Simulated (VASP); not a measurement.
# H in VASP: single point with PBE+D3(BJ)

Aim: the single point of H with PBE+D3(BJ).

Everything below comes from runs of VASP 6.6.1. Logs are shortened: lines on timing, memory, paths and dates and some standing lists are left out, and cuts for length are marked.

### 1 The cell of the first run

The cell holds a molecule in a box, 1 atom: a = 7.667 Å, b = 5.422 Å, c = 25.444 Å, α = 90.00°, β = 90.00°, γ = 90.00°.

### 2 Single point, PBE+D3(BJ), collinear spin, ferromagnetic start

File INCAR:

```
PREC = Accurate
ENCUT = 520
EDIFF = 1E-6
ISMEAR = 0
SIGMA = 0.05
LREAL = False
LASPH = True
NELM = 150
ALGO = Normal
ISIF = 2
LWAVE = False
LCHARG = False
ISPIN = 2
MAGMOM = 1
LORBIT = 11
LDIPOL = True
IDIPOL = 3
DIPOL = 0.5 0.5 0.654
GGA = PE
IVDW = 12
NBANDS = 10
```

File KPOINTS:

```
Automatic mesh
0
Gamma
  2 3 1
```

File POSCAR:

```
H
1.0
    7.6671877233      0.0000000000      0.0000000000
    0.0000000000      5.4215204318      0.0000000000
    0.0000000000      0.0000000000     25.4442129496
H
1
Direct
    0.0000000000      0.3350123790      0.6536559108
```

Potentials or basis: VASP PAW PBE potentials, release 64 (H).

Run with:

```
$ cat potpaw_PBE.64/H/POTCAR > POTCAR
$ mpirun -np 1 vasp_std > vasp.out
```

OUTCAR:

```text
PREC = Accurate
   ENCUT = 520
   EDIFF = 1E-6
   ISMEAR = 0
   LREAL = False
   LASPH = True
   NELM = 150
   ISIF = 2
   ISPIN = 2
   LORBIT = 11
   GGA = PE
   IVDW = 12
 IVDW          = 12

 ion  position               nearest neighbor table
   1  0.000  0.335  0.654-

  LATTYP: Found a simple orthorhombic cell.
 ALAT       =     5.4215204318
 B/A-ratio  =     1.4142135624
 C/A-ratio  =     4.6931876896

  Lattice vectors:

 A1 = (   0.0000000000,  -5.4215204318,   0.0000000000)
 A2 = (   7.6671877233,   0.0000000000,   0.0000000000)
 A3 = (   0.0000000000,   0.0000000000,  25.4442129496)

Analysis of symmetry for initial positions (statically):
=====================================================================
 Subroutine PRICEL returns:
 Original cell was already a primitive cell.

 Routine SETGRP: Setting up the symmetry group for a
 simple orthorhombic supercell.

 Subroutine GETGRP returns: Found  8 space group operations
 (whereof  2 operations were pure point group operations)
 out of a pool of  8 trial point group operations.

The static configuration has the point symmetry C_1h.
 The point group associated with its full space group is D_2h.

Analysis of symmetry for dynamics (positions and initial velocities):
=====================================================================
 Subroutine PRICEL returns:
 Original cell was already a primitive cell.

 Routine SETGRP: Setting up the symmetry group for a
 simple orthorhombic supercell.

 Subroutine GETGRP returns: Found  8 space group operations
 (whereof  2 operations were pure point group operations)
 out of a pool of  8 trial point group operations.

The dynamic configuration has the point symmetry C_1h.
 The point group associated with its full space group is D_2h.

Analysis of structural, dynamic, and magnetic symmetry:
=====================================================================
 Subroutine PRICEL returns:
 Original cell was already a primitive cell.

 Routine SETGRP: Setting up the symmetry group for a
 simple orthorhombic supercell.

 Subroutine GETGRP returns: Found  8 space group operations
 (whereof  2 operations were pure point group operations)
 out of a pool of  8 trial point group operations.

The overall configuration has the point symmetry C_1h.
 The point group associated with its full space group is D_2h.

 Subroutine INISYM returns: Found  8 space group operations
 (whereof  2 operations are pure point group operations),
 and found     1 'primitive' translations

----------------------------------------------------------------------------------------

                                     Primitive cell

  volume of cell :    1057.6603

  direct lattice vectors                    reciprocal lattice vectors
     7.667187723  0.000000000  0.000000000     0.130425918  0.000000000  0.000000000
     0.000000000  5.421520432  0.000000000     0.000000000  0.184450103  0.000000000
     0.000000000  0.000000000 25.444212950     0.000000000  0.000000000  0.039301668

  length of vectors
     7.667187723  5.421520432 25.444212950     0.130425918  0.184450103  0.039301668

  position of ions in fractional coordinates (direct lattice)
     0.000000000  0.335012379  0.653655911

  ion indices of the primitive-cell ions
   primitive index   ion index
                 1           1

----------------------------------------------------------------------------------------

 KPOINTS: Automatic mesh

Automatic generation of k-mesh.
 Grid dimensions read from file:
 generate k-points for:    2    3    1

 Generating k-lattice:

  Cartesian coordinates                     Fractional coordinates (reciprocal lattice)
     0.065212959  0.000000000  0.000000000     0.500000000  0.000000000  0.000000000
     0.000000000  0.061483368  0.000000000     0.000000000  0.333333333  0.000000000
     0.000000000  0.000000000  0.039301668     0.000000000  0.000000000  1.000000000

  Length of vectors
     0.065212959  0.061483368  0.039301668

  Shift w.r.t. Gamma in fractional coordinates (k-lattice)
     0.000000000  0.000000000  0.000000000

 Subroutine IBZKPT returns following result:
 ===========================================

 Found      4 irreducible k-points:

 Following reciprocal coordinates:
            Coordinates               Weight
  0.000000  0.000000  0.000000      1.000000
  0.500000  0.000000  0.000000      1.000000
  0.000000  0.333333  0.000000      2.000000
  0.500000  0.333333  0.000000      2.000000
   k-points           NKPTS =      4   k-points in BZ     NKDIM =      4   number of bands    NBANDS=     10
   number of dos      NEDOS =    301   number of ions     NIONS =      1
   total plane-waves  NPLWV = 460800
   dimension x,y,z NGX =    60 NGY =   40 NGZ =  192
   dimension x,y,z NGXF=   120 NGYF=   80 NGZF=  384
   ions per type =               1
   NGX,Y,Z   is equivalent  to a cutoff of  13.01, 12.27, 12.54 a.u.
   NGXF,Y,Z  is equivalent  to a cutoff of  26.02, 24.53, 25.09 a.u.
 SYSTEM =  unknown system
   PREC   = accura    normal or accurate (medium, high low for compatibility)
   ISTART =      0    job   : 0-new  1-cont  2-samecut
   ICHARG =      2    charge: 1-file 2-atom 10-const
   ISPIN  =      2    spin polarized calculation?
   LNONCOLLINEAR =      F non collinear calculations
   LSORBIT =      F    spin-orbit coupling
   LASPH  =      T    aspherical Exc in radial PAW
   ENCUT  =  520.0 eV  38.22 Ry    6.18 a.u.  14.26 10.08 47.31*2*pi/ulx,y,z
   NELM   =    150;   NELMIN=  2; NELMDL= -5     # of ELM steps
   EDIFF  = 0.1E-05   stopping-criterion for ELM
   LREAL  =      F    real-space projection
   EDIFFG = 0.1E-04   stopping-criterion for IOM
   NSW    =      0    number of steps for IOM
   IBRION =     -1    ionic relax: 0-MD 1-quasi-New 2-CG
   NFREE  =      0    steps in history (QN), initial steepest desc. (CG)
   ISIF   =      2    stress and relaxation
   ISYM   =      2    0-nonsym 1-usesym 2-fastsym
   POTIM  = 0.5000    time-step for ionic-motion
   TEBEG  =    0.0;   TEEND  =   0.0 temperature during run
   PSTRESS=    0.0 pullay stress
   NELECT =       1.0000    total number of electrons
   NUPDOWN=      -1.0000    fix difference up-down
   EMIN   =  10.00;   EMAX   =-10.00  energy-range for DOS
   EFERMI =   0.00;   METHOD = LEGACY
   ISMEAR =     0;   SIGMA  =   0.05  broadening in eV -4-tet -1-fermi 0-gaus
   EFERMI_NEDOS =   21; number of points for ismear=-14 and -15
   IALGO  =     38    algorithm
   IMIX   =      4    mixing-type and parameters
     AMIX     =   0.40;   BMIX     =  1.00
     AMIX_MAG =   1.60;   BMIX_MAG =  1.00
  volume/ion in A,a.u.               =    1057.66      7137.44
  Fermi-wavevector in a.u.,A,eV,Ry     =   0.160679  0.303639  0.351272  0.025818
  Thomas-Fermi vector in A             =   0.854739
   LORBIT       =     11    0 simple, 1 ext, 2 COOP (PROOUT), +10 PAW based schemes
   GGA     = PE    functional components
   LHFCALC =     F    Hartree Fock is set to
   AEXX    =    0.0000 exact exchange contribution
   IVDW    =    12    specifies the selected vdW correction
   LEPSILON=     F    determine dielectric tensor
   LRPA    =     F    only Hartree local field effects (RPA)
 spin polarized calculation
 Gauss-broadening in eV      SIGMA  =   0.05
  energy-cutoff  :      520.00
  volume of cell :     1057.66
 maximum number of plane-waves:     28502
 NGX is ok and might be reduce to    60
   NGX = 29   NGY = 21   NGZ = 95

 dipolmoment           0.000000      0.000000     -0.000000 electrons x Angstroem

 number of electron       1.0000000 magnetization       1.0000000

 dipolmoment           0.000000      0.000000      0.000000 electrons x Angstroem

 Free energy of the ion-electron system (eV)
  ---------------------------------------------------
  ext. energy  EPLUGINS =         0.00000000
  ---------------------------------------------------
  free energy    TOTEN  =        -1.11756295 eV

  energy without entropy =       -1.11756295  energy(sigma->0) =       -1.11756295

 E-fermi :  -7.3071     XC(G=0):  -0.1137

 val. band max:       -7.5632376329   @ k =   0.5000   0.3333   0.0000
 cond. band min:      -0.3291255259   @ k =   0.0000   0.0000   0.0000
 fundamental gap:      7.2341121070
 Fermi energy:        -7.3071249526

 spin component 1

 k-point     1 :       0.0000    0.0000    0.0000
  band No.  band energies     occupation
      1      -7.5885      1.00000
      2      -0.3291      0.00000
      3      -0.0613      0.00000
      4       0.1282      0.00000
      5       0.5651      0.00000
      6       0.8141      0.00000
      7       1.1223      0.00000
      8       1.6396      0.00000
      9       1.8684      0.00000
     10       2.2632      0.00000

 k-point     2 :       0.5000    0.0000    0.0000
  band No.  band energies     occupation
      1      -7.5872      1.00000
      2      -0.0962      0.00000
      3       0.3168      0.00000
      4       0.3689      0.00000
      5       0.7401      0.00000
      6       0.7705      0.00000
      7       0.7739      0.00000
      8       1.1294      0.00000
      9       1.3660      0.00000
     10       1.3861      0.00000

 k-point     3 :       0.0000    0.3333    0.0000
  band No.  band energies     occupation
      1      -7.5642      1.00000
      2      -0.0060      0.00000
      3       0.4922      0.00000
      4       0.6672      0.00000
      5       1.1184      0.00000
      6       1.1564      0.00000
      7       1.5296      0.00000
      8       1.6078      0.00000
      9       2.0835      0.00000
     10       2.3485      0.00000

 k-point     4 :       0.5000    0.3333    0.0000
  band No.  band energies     occupation
      1      -7.5632      1.00000
      2       0.4108      0.00000
      3       0.4430      0.00000
      4       0.9046      0.00000
      5       1.2827      0.00000
      6       1.3066      0.00000
      7       1.3384      0.00000
      8       1.6794      0.00000
      9       1.6956      0.00000
     10       1.9082      0.00000
 Fermi energy:        -7.3071249526

 spin component 2

 k-point     1 :       0.0000    0.0000    0.0000
  band No.  band energies     occupation
      1       0.0530      0.00000
      2       0.2532      0.00000
      3       0.3677      0.00000
      4       0.9642      0.00000
      5       1.0603      0.00000
      6       2.1410      0.00000
      7       2.1814      0.00000
      8       2.6029      0.00000
      9       2.6245      0.00000
     10       2.8104      0.00000

 k-point     2 :       0.5000    0.0000    0.0000
  band No.  band energies     occupation
      1       0.6699      0.00000
      2       0.7021      0.00000
      3       0.8913      0.00000
      4       0.8940      0.00000
      5       0.9160      0.00000
      6       1.0926      0.00000
      7       1.5911      0.00000
      8       1.6103      0.00000
      9       1.6167      0.00000
     10       1.8375      0.00000

 k-point     3 :       0.0000    0.3333    0.0000
  band No.  band energies     occupation
      1       0.6209      0.00000
      2       0.8217      0.00000
      3       0.9317      0.00000
      4       1.5326      0.00000
      5       1.6204      0.00000
      6       2.3258      0.00000
      7       2.5272      0.00000
      8       2.6178      0.00000
      9       2.7090      0.00000
     10       2.7607      0.00000

 k-point     4 :       0.5000    0.3333    0.0000
  band No.  band energies     occupation
      1       1.2384      0.00000
      2       1.2698      0.00000
      3       1.4599      0.00000
      4       1.4625      0.00000
      5       1.4843      0.00000
      6       1.6519      0.00000
      7       2.1597      0.00000
      8       2.1784      0.00000
      9       2.1847      0.00000
     10       2.3741      0.00000

------------------------ aborting loop because EDIFF is reached ----------------------------------------

 vacuum level on the upper side and lower side of the slab       (xc-potential included)         0.003         0.003

 Edisp (eV)   -0.00023

 E8    (eV) :    -0.0000

  FORCE on cell =-STRESS in cart. coord.  units (eV):
  Direction    XX          YY          ZZ          XY          YZ          ZX
  --------------------------------------------------------------------------------------
  -------------------------------------------------------------------------------------
  Total      -0.01013    -0.01394    -0.00989    -0.00000     0.00000     0.00000
  in kB      -0.01535    -0.02112    -0.01497    -0.00000     0.00000     0.00000
  external pressure =       -0.02 kB  Pullay stress =        0.00 kB

 VOLUME and BASIS-vectors are now :
 -----------------------------------------------------------------------------
  energy-cutoff  :      520.00
  volume of cell :     1057.66
      direct lattice vectors                 reciprocal lattice vectors
     7.667187723  0.000000000  0.000000000     0.130425918  0.000000000  0.000000000
     0.000000000  5.421520432  0.000000000     0.000000000  0.184450103  0.000000000
     0.000000000  0.000000000 25.444212950     0.000000000  0.000000000  0.039301668

 POSITION                                       TOTAL-FORCE (eV/Angst)
 -----------------------------------------------------------------------------------
      0.00000      1.81628     16.63176         0.000000      0.000000      0.000000
 -----------------------------------------------------------------------------------
    total drift:                               -0.000000      0.000001     -0.000000

  FREE ENERGIE OF THE ION-ELECTRON SYSTEM (eV)
  ---------------------------------------------------
  free  energy   TOTEN  =        -1.1177888925 eV

  energy  without entropy=       -1.1177888925  energy(sigma->0) =       -1.11778889

 vacuum level on the upper side and lower side of the slab         0.026         0.026

 total charge

# of ion       s       p       d       tot
------------------------------------------
    1        0.380   0.000   0.000   0.380

 magnetization (x)

# of ion       s       p       d       tot
------------------------------------------
    1        0.380   0.000   0.000   0.380
```

Run time: 6.8 min. Hardware: 1 thread of Oxide Virtual Turin-like, shared host; peak memory 1.2 GiB.

What came out:

- Free energy: -1.1178 eV
- Gap between the frontier levels: 7.23 eV
- Net moment: 1.00 μB per cell
- Site moments: H +0.38 μB
- Valence electrons inside the program's atomic spheres: H 0.38
- Dispersion energy per atom: 0.000 eV
